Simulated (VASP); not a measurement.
# MgCdO (P4/mmm) in VASP: notebook

MgCdO is run at these levels: PBE; tasks: relaxation of cell and atoms, single point.

Everything below comes from runs of VASP 6.6.1. Logs are shortened: lines on timing, memory, paths and dates and some standing lists are left out, and cuts for length are marked.

### Step 1. The cell of the first run

The structure is tetragonal, space group P4/mmm (No. 123). Conventional cell: a = 3.228 Å, b = 3.228 Å, c = 4.438 Å, α = 90.00°, β = 90.00°, γ = 90.00°. Mg (site symmetry 4/mmm) has 2 Cd at 2.22 Å within 2.9 Å. Within 2.9 Å of Cd (site symmetry 4/mmm) lie 2 Mg at 2.22 Å and 4 O at 2.28 Å. Within 3.0 Å of O (site symmetry 4/mmm) lie 4 Cd at 2.28 Å.

The cell was built from a structure type or drawn by symmetry, and may not be a known phase.

### Step 2. Relaxation of cell and atoms, PBE

INCAR

```
SYSTEM = MgCdO
PREC = Accurate
ENCUT = 750
EDIFF = 1E-7
ISMEAR = 0
SIGMA = 0.1
LREAL = .False.
LASPH = .True.
NELM = 120
ALGO = Normal
ISIF = 3
LWAVE = .False.
LCHARG = .False.
GGA = PE
IBRION = 2
NSW = 90
EDIFFG = -0.04
GGA_COMPAT = .False.
NELMIN = 4
```

KPOINTS

```
Automatic mesh
0
Gamma
  6 6 4
  0 0 0
```

POSCAR

```
MgCdO
1.0
    3.2278556000      0.0000000000      0.0000000000
    0.0000000000      3.2278556000      0.0000000000
    0.0000000000      0.0000000000      4.4375386800
Mg Cd O
1 1 1
Direct
    0.0000000000      0.0000000000      0.5000000000
    0.0000000000      0.0000000000      0.0000000000
    0.5000000000      0.5000000000      0.0000000000
```

Potentials or basis: VASP PAW PBE potentials, release 64 (Mg_sv, Cd_sv_GW, O).

Started as:

```bash
$ cat potpaw_PBE.64/Mg_sv/POTCAR potpaw_PBE.64/Cd_sv_GW/POTCAR potpaw_PBE.64/O/POTCAR > POTCAR
$ mpirun -np 1 vasp_std > vasp.out
```

OUTCAR:

```text
SYSTEM = MgCdO
   PREC = Accurate
   ENCUT = 750
   EDIFF = 1E-7
   ISMEAR = 0
   LREAL = .False.
   LASPH = .True.
   NELM = 120
   ISIF = 3
   GGA = PE
   IBRION = 2
   NSW = 90
   EDIFFG = -0.04
   NELMIN = 4

 ion  position               nearest neighbor table
   1  0.000  0.000  0.500-   2 2.22   2 2.22
   2  0.000  0.000  0.000-   1 2.22   1 2.22   3 2.28   3 2.28   3 2.28   3 2.28
   3  0.500  0.500  0.000-   2 2.28   2 2.28   2 2.28   2 2.28

  LATTYP: Found a simple tetragonal cell.
 ALAT       =     3.2278556000
 C/A-ratio  =     1.3747636914

  Lattice vectors:

 A1 = (   3.2278556000,   0.0000000000,   0.0000000000)
 A2 = (   0.0000000000,   3.2278556000,   0.0000000000)
 A3 = (   0.0000000000,   0.0000000000,   4.4375386800)

Analysis of symmetry for initial positions (statically):
=====================================================================
 Subroutine PRICEL returns:
 Original cell was already a primitive cell.

 Routine SETGRP: Setting up the symmetry group for a
 simple tetragonal supercell.

 Subroutine GETGRP returns: Found 16 space group operations
 (whereof 16 operations were pure point group operations)
 out of a pool of 16 trial point group operations.

The static configuration has the point symmetry D_4h.

Analysis of symmetry for dynamics (positions and initial velocities):
=====================================================================
 Subroutine PRICEL returns:
 Original cell was already a primitive cell.

 Routine SETGRP: Setting up the symmetry group for a
 simple tetragonal supercell.

 Subroutine GETGRP returns: Found 16 space group operations
 (whereof 16 operations were pure point group operations)
 out of a pool of 16 trial point group operations.

The dynamic configuration has the point symmetry D_4h.

 Subroutine INISYM returns: Found 16 space group operations
 (whereof 16 operations are pure point group operations),
 and found     1 'primitive' translations

----------------------------------------------------------------------------------------

                                     Primitive cell

  volume of cell :      46.2349

  direct lattice vectors                    reciprocal lattice vectors
     3.227855600  0.000000000  0.000000000     0.309803202  0.000000000  0.000000000
     0.000000000  3.227855600  0.000000000     0.000000000  0.309803202  0.000000000
     0.000000000  0.000000000  4.437538680     0.000000000  0.000000000  0.225350148

  length of vectors
     3.227855600  3.227855600  4.437538680     0.309803202  0.309803202  0.225350148

  position of ions in fractional coordinates (direct lattice)
     0.000000000  0.000000000  0.500000000
     0.000000000  0.000000000  0.000000000
     0.500000000  0.500000000  0.000000000

  ion indices of the primitive-cell ions
   primitive index   ion index
                 1           1
                 2           2
                 3           3

----------------------------------------------------------------------------------------

 KPOINTS: Automatic mesh

Automatic generation of k-mesh.
 Grid dimensions read from file:
 generate k-points for:    6    6    4

 Generating k-lattice:

  Cartesian coordinates                     Fractional coordinates (reciprocal lattice)
     0.051633867  0.000000000  0.000000000     0.166666667  0.000000000  0.000000000
     0.000000000  0.051633867  0.000000000     0.000000000  0.166666667  0.000000000
     0.000000000  0.000000000  0.056337537     0.000000000  0.000000000  0.250000000

  Length of vectors
     0.051633867  0.051633867  0.056337537

  Shift w.r.t. Gamma in fractional coordinates (k-lattice)
     0.000000000  0.000000000  0.000000000

 Subroutine IBZKPT returns following result:
 ===========================================

 Found     30 irreducible k-points:

 Following reciprocal coordinates:
            Coordinates               Weight
  0.000000  0.000000  0.000000      1.000000
  0.166667  0.000000  0.000000      4.000000
  0.333333  0.000000  0.000000      4.000000
  0.500000  0.000000  0.000000      2.000000
  0.166667  0.166667  0.000000      4.000000
  0.333333  0.166667  0.000000      8.000000
[... 16 lines left out ...]
  0.333333  0.000000  0.500000      4.000000
  0.500000  0.000000  0.500000      2.000000
 [... further k-points ...]
   k-points           NKPTS =     30   k-points in BZ     NKDIM =     30   number of bands    NBANDS=     22
   number of dos      NEDOS =    301   number of ions     NIONS =      3
   total plane-waves  NPLWV =  36000
   dimension x,y,z NGX =    30 NGY =   30 NGZ =   40
   dimension x,y,z NGXF=    60 NGYF=   60 NGZF=   80
   ions per type =               1   1   1
   NGX,Y,Z   is equivalent  to a cutoff of  15.45, 15.45, 14.99 a.u.
   NGXF,Y,Z  is equivalent  to a cutoff of  30.90, 30.90, 29.97 a.u.
 SYSTEM =  MgCdO
   PREC   = accura    normal or accurate (medium, high low for compatibility)
   ISTART =      0    job   : 0-new  1-cont  2-samecut
[... 78 lines left out ...]
  band No.  band energies     occupation
      1     -98.2768      2.00000
      2     -71.4272      2.00000
      3     -59.6973      2.00000
      4     -59.1839      2.00000
      5     -59.1703      2.00000
      6     -38.3420      2.00000
[... 14 lines left out ...]
     21       8.2543      0.00000
     22      14.8514      0.00000

 [... further k-points ...]

------------------------ aborting loop because EDIFF is reached ----------------------------------------

  FORCE on cell =-STRESS in cart. coord.  units (eV):
  Direction    XX          YY          ZZ          XY          YZ          ZX
  --------------------------------------------------------------------------------------
  -------------------------------------------------------------------------------------
  Total        1.9203396      1.9203396     19.8745519      0.0000000      0.0000000     -0.0000000
  in kB       66.5454364     66.5454364    688.7118886      0.0000000      0.0000000     -0.0000000
  external PRESSURE =     273.9342538 kB  Pullay stress =       0.0000000 kB

 VOLUME and BASIS-vectors are now :
 -----------------------------------------------------------------------------
  energy-cutoff  :      750.00
  volume of cell :       46.23
      direct lattice vectors                 reciprocal lattice vectors
     3.227855600  0.000000000  0.000000000     0.309803202  0.000000000  0.000000000
     0.000000000  3.227855600  0.000000000     0.000000000  0.309803202  0.000000000
     0.000000000  0.000000000  4.437538680     0.000000000  0.000000000  0.225350148
[... 186 lines left out ...]
 POSITION                                       TOTAL-FORCE (eV/Angst)
 -----------------------------------------------------------------------------------
     -0.00000     -0.00000      2.97474         0.000000      0.000000      0.000000
      0.00000      0.00000      0.00000        -0.000000     -0.000000      0.000000
      1.58803      1.58803      0.00000        -0.000000     -0.000000      0.000000
 -----------------------------------------------------------------------------------
    total drift:                                0.000000      0.000000      0.000000

  FREE ENERGIE OF THE ION-ELECTRON SYSTEM (eV)
  ---------------------------------------------------
  free  energy   TOTEN  =        -7.9198482013 eV

  energy  without entropy=       -7.9145900909  energy(sigma->0) =       -7.91721915

--------------------------------------- Ionic step        7  -------------------------------------------

 number of electron      35.9999925 magnetization

 Free energy of the ion-electron system (eV)
  ---------------------------------------------------
  ext. energy  EPLUGINS =         0.00000000
  ---------------------------------------------------
  free energy    TOTEN  =        -7.92154449 eV

  energy without entropy =       -7.91652472  energy(sigma->0) =       -7.91903461

 E-fermi :   3.0984     XC(G=0):  -9.3644

 val. band max:        3.0091798881   @ k =   0.5000   0.1667   0.0000
 cond. band min:       3.1225628698   @ k =   0.1667   0.0000   0.2500
 fundamental gap:      0.1133829817
 Fermi energy:         3.0984379095

 k-point     1 :       0.0000    0.0000    0.0000
  band No.  band energies     occupation
      1     -99.1987      2.00000
      2     -73.4172      2.00000
      3     -60.4710      2.00000
      4     -60.1701      2.00000
      5     -60.1701      2.00000
      6     -40.2090      2.00000
[... 14 lines left out ...]
     21      11.2950      0.00000
     22      12.2941      0.00000
[... 552 lines left out ...]
  band No.  band energies     occupation
      1     -99.1981      2.00000
      2     -73.4189      2.00000
      3     -60.4698      2.00000
      4     -60.1862      2.00000
      5     -60.1685      2.00000
      6     -40.2113      2.00000
[... 14 lines left out ...]
     21       6.1958      0.00000
     22       9.1474      0.00000

 [... further k-points ...]

------------------------ aborting loop because EDIFF is reached ----------------------------------------

  FORCE on cell =-STRESS in cart. coord.  units (eV):
  Direction    XX          YY          ZZ          XY          YZ          ZX
  --------------------------------------------------------------------------------------
  -------------------------------------------------------------------------------------
  Total        0.0305867      0.0305867      0.0513954      0.0000000      0.0000000      0.0000000
  in kB        0.8104423      0.8104423      1.3618009      0.0000000      0.0000000      0.0000000
  external PRESSURE =       0.9942285 kB  Pullay stress =       0.0000000 kB

 VOLUME and BASIS-vectors are now :
 -----------------------------------------------------------------------------
  energy-cutoff  :      750.00
  volume of cell :       60.47
      direct lattice vectors                 reciprocal lattice vectors
     3.176587328 -0.000000000  0.000000000     0.314803245  0.000000000  0.000000000
    -0.000000000  3.176587328  0.000000000    -0.000000000  0.314803245  0.000000000
    -0.000000000 -0.000000000  5.992380371    -0.000000000 -0.000000000  0.166878592

 POSITION                                       TOTAL-FORCE (eV/Angst)
 -----------------------------------------------------------------------------------
     -0.00000     -0.00000      2.99619         0.000000      0.000000      0.000000
      3.17659      3.17659      0.00000        -0.000000     -0.000000      0.000000
      1.58829      1.58829      0.00000         0.000000      0.000000      0.000000
 -----------------------------------------------------------------------------------
    total drift:                                0.000000      0.000000      0.000000

  FREE ENERGIE OF THE ION-ELECTRON SYSTEM (eV)
  ---------------------------------------------------
  free  energy   TOTEN  =        -7.9215444935 eV

  energy  without entropy=       -7.9165247209  energy(sigma->0) =       -7.91903461

 reached required accuracy - stopping structural energy minimisation
```

Wall time 2.5 min (1 thread of Intel Xeon 6975P-C (Granite Rapids), shared host); peak memory 0.24 GiB.

Results:

* Free energy: -7.9215 eV
* Relaxed volume: 20.16 Å³/atom
* Relaxed cell: a = 3.177 Å, b = 3.177 Å, c = 5.992 Å, α = 90.00°, β = 90.00°, γ = 90.00°
* Space group after relaxing (to 0.1 Å): P4/mmm (No. 123)
* Energy gained by relaxing: 780.1 meV/atom
* Ionic steps: 7
* Pressure after relaxing: 0.1 GPa
* Band gap on the k mesh: zero (bands 18 and 19 overlap by 3.27 eV)

The path:
| step | energy change (eV) | largest force (eV/Å) | pressure (GPa) | volume (Å³) |
| --- | --- | --- | --- | --- |
| 1 | 0.0000 | 0.0000 | 27.39 | 46.23 |
| 2 | -2.1838 | 0.0000 | -4.53 | 64.84 |
| 3 | -2.1822 | 0.0000 | -3.24 | 63.18 |
| 4 | -2.1855 | 0.0000 | -4.18 | 64.38 |
| 5 | -2.3383 | 0.0000 | 0.31 | 60.15 |
| 6 | -2.3385 | 0.0000 | 0.53 | 60.01 |
| 7 | -2.3402 | 0.0000 | 0.10 | 60.47 |

Final structure:
```
Mg Cd O
1.0
     3.17659    0.00000    0.00000
     0.00000    3.17659    0.00000
     0.00000    0.00000    5.99238
Mg Cd O
1 1 1
Cartesian
  0.0000 0.0000 2.9962
  3.1766 3.1766 0.0000
  1.5883 1.5883 0.0000
```

Levels at points of the mesh, in eV from the Fermi level:
```
           k point  band 16  band 17  band 18  band 19  band 20  band 21
(0.00, 0.00, 0.00)    -4.11    -3.05    -3.05     0.39     1.18     8.20
(0.50, 0.00, 0.00)    -2.22    -0.87    -0.68    -0.31     1.03     5.49
(0.50, 0.50, 0.00)    -4.86    -2.36     0.64     2.22     2.22     3.69
(0.00, 0.00, 0.50)    -3.05    -3.05    -2.09    -2.05     5.01     5.13
(0.50, 0.00, 0.50)    -2.45    -1.61    -0.86     0.18     2.82     3.10
(0.50, 0.50, 0.50)    -4.84    -2.41     1.22     1.98     2.20     2.20
```

Caveat: the volume moved by over 15 % at a fixed basis, so the end points are rough.

### Step 3. Single point, PBE

This run uses another cell than the first one, of 22.49 Å³/atom.

INCAR

```
PREC     = Accurate       # precision mode
ENCUT    = 750            # plane-wave cutoff, eV
EDIFF    = 1E-6           # SCF threshold, eV
ISMEAR   = 0              # smearing method
SIGMA    = 0.1            # smearing width, eV
LREAL    = False          # projectors in reciprocal space
LASPH    = True           # aspherical terms in the spheres
NELM     = 120            # most SCF steps
ALGO     = Normal         # electronic algorithm
ISIF     = 2              # what is computed and relaxed
LWAVE    = False          # write WAVECAR
LCHARG   = False          # write CHGCAR
GGA      = PE             # functional
NBANDS   = 25             # bands
GGA_COMPAT= False
```

KPOINTS

```
regular mesh
0
Gamma
  6 6 4
```

POSCAR

```
MgCdO
1.0
    3.1721165802      0.0000000000      0.0000000000
    0.0000000000      3.1721165802      0.0000000000
    0.0000000000      0.0000000000      6.7039446044
Mg Cd O
1 1 1
Direct
    0.0000000000      0.0000000000      0.5000000000
    0.0000000000      0.0000000000      0.0000000000
    0.5000000000      0.5000000000      0.0000000000
```

Potentials or basis: VASP PAW PBE potentials, release 64 (Mg_sv, Cd_sv_GW, O).

Started as:

```bash
$ cat potpaw_PBE.64/Mg_sv/POTCAR potpaw_PBE.64/Cd_sv_GW/POTCAR potpaw_PBE.64/O/POTCAR > POTCAR
$ mpirun -np 1 vasp_std > vasp.out
```

It took 48 s on 1 thread of Intel Xeon Platinum 8488C (Sapphire Rapids), shared host; peak memory 0.27 GiB.

The run converged. Its results:

```yaml
Free_energy: -8.1532 eV
Pressure: -0.3 GPa
Band_gap_on_the_k_mesh: zero (bands 18 and 19 overlap by 3.57 eV)
```

Stress tensor (GPa, compression positive):
```
-0.37  0.00  0.00
 0.00 -0.37  0.00
 0.00  0.00 -0.09
```

Levels at points of the mesh, in eV from the Fermi level:
| k point | band 14 | band 15 | band 16 | band 17 | band 18 | band 19 | band 20 | band 21 | band 22 | band 23 |
| --- | --- | --- | --- | --- | --- | --- | --- | --- | --- | --- |
| (0.00, 0.00, 0.00) | -7.54 | -4.34 | -3.75 | -2.80 | -2.80 | 0.05 | 0.93 | 8.47 | 8.97 | 9.43 |
| (0.50, 0.00, 0.00) | -7.74 | -4.90 | -1.94 | -0.59 | -0.50 | -0.45 | 1.42 | 5.15 | 5.25 | 5.43 |
| (0.50, 0.50, 0.00) | -6.77 | -4.58 | -4.58 | -2.10 | 1.37 | 2.37 | 2.37 | 3.95 | 4.21 | 5.50 |
| (0.00, 0.00, 0.50) | -7.54 | -4.94 | -2.80 | -2.80 | -2.39 | -1.74 | 3.71 | 4.42 | 8.48 | 9.65 |
| (0.50, 0.00, 0.50) | -7.73 | -4.84 | -2.08 | -1.17 | -0.59 | -0.04 | 2.86 | 3.30 | 5.11 | 7.88 |
| (0.50, 0.50, 0.50) | -6.77 | -4.58 | -4.58 | -2.12 | 1.83 | 2.35 | 2.35 | 2.60 | 4.14 | 6.49 |

### Step 4. Single point, PBE

This run uses another cell than the first one, of 23.02 Å³/atom.

INCAR

```
  ALGO = Normal
  EDIFF = 1E-6
  ENCUT = 750
  GGA = PE
  GGA_COMPAT = False
  ISIF = 2
  ISMEAR = 0
  LASPH = True
  LCHARG = False
  LREAL = False
  LWAVE = False
  NBANDS = 25
  NELM = 120
  PREC = Accurate
  SIGMA = 0.1
```

KPOINTS

```
k-points
0
Gamma
  14 14 8
```

POSCAR

```
MgCdO
1.0
    3.1662189195      0.0000000000      0.0000000000
    0.0000000000      3.1662189195      0.0000000000
    0.0000000000      0.0000000000      6.8890454775
Mg Cd O
1 1 1
Direct
    0.0000000000      0.0000000000      0.5000000000
    0.0000000000      0.0000000000      0.0000000000
    0.5000000000      0.5000000000      0.0000000000
```

Started as:

```bash
$ cat potpaw_PBE.64/Mg_sv/POTCAR potpaw_PBE.64/Cd_sv_GW/POTCAR potpaw_PBE.64/O/POTCAR > POTCAR
$ mpirun -np 1 vasp_std > vasp.out
```

Run time: 3.2 min. Hardware: 1 thread of Intel Xeon 6975P-C (Granite Rapids), shared host; peak memory 0.71 GiB.

Results (log left out):

| Quantity | Value |
| --- | --- |
| Free energy | -8.1730 eV |
| Pressure | -0.3 GPa |
| Band gap on the k mesh | zero (bands 18 and 19 overlap by 3.64 eV) |

Levels at points of the mesh, in eV from the Fermi level:
| k point | band 14 | band 15 | band 16 | band 17 | band 18 | band 19 | band 20 | band 21 | band 22 | band 23 |
| --- | --- | --- | --- | --- | --- | --- | --- | --- | --- | --- |
| (0.00, 0.00, 0.00) | -7.52 | -4.45 | -3.74 | -2.80 | -2.80 | -0.07 | 0.76 | 8.39 | 8.39 | 8.84 |
| (0.50, 0.00, 0.00) | -7.71 | -4.87 | -1.93 | -0.62 | -0.60 | -0.57 | 1.42 | 4.91 | 5.16 | 5.32 |
| (0.50, 0.50, 0.00) | -6.73 | -4.59 | -4.59 | -2.10 | 1.47 | 2.26 | 2.26 | 3.81 | 4.25 | 5.22 |
| (0.00, 0.00, 0.50) | -7.52 | -4.97 | -2.80 | -2.80 | -2.56 | -1.73 | 3.31 | 4.20 | 8.39 | 9.58 |
| (0.50, 0.00, 0.50) | -7.71 | -4.82 | -2.06 | -1.21 | -0.57 | -0.22 | 2.80 | 3.25 | 4.83 | 7.56 |
| (0.50, 0.50, 0.50) | -6.73 | -4.58 | -4.58 | -2.11 | 1.92 | 2.25 | 2.25 | 2.63 | 3.97 | 6.45 |

### Step 5. The runs side by side

| task | cell | k mesh | gap on the mesh (eV) | pressure (GPa) |
| --- | --- | --- | --- | --- |
| relaxation of cell and atoms | relaxed from a = 3.228, b = 3.228, c = 4.438 Å, 3 atoms | 6 × 6 × 4 | none | 0.1 |
| single point | a = 3.172, b = 3.172, c = 6.704 Å, 3 atoms | 6 × 6 × 4 | none | -0.3 |
| single point | a = 3.166, b = 3.166, c = 6.889 Å, 3 atoms | 14 × 14 × 8 | none | -0.3 |

Alike in all rows: level PBE; potentials or basis VASP PAW PBE potentials, release 64 (Mg_sv, Cd_sv_GW, O); no spin polarisation; cutoff (eV) 750; smearing gaussian 0.1 eV.

Caveats: the volume moved by over 15 % at a fixed basis, so the end points are rough (at least some runs).

Absolute energies hang on the potentials; compare differences alone.
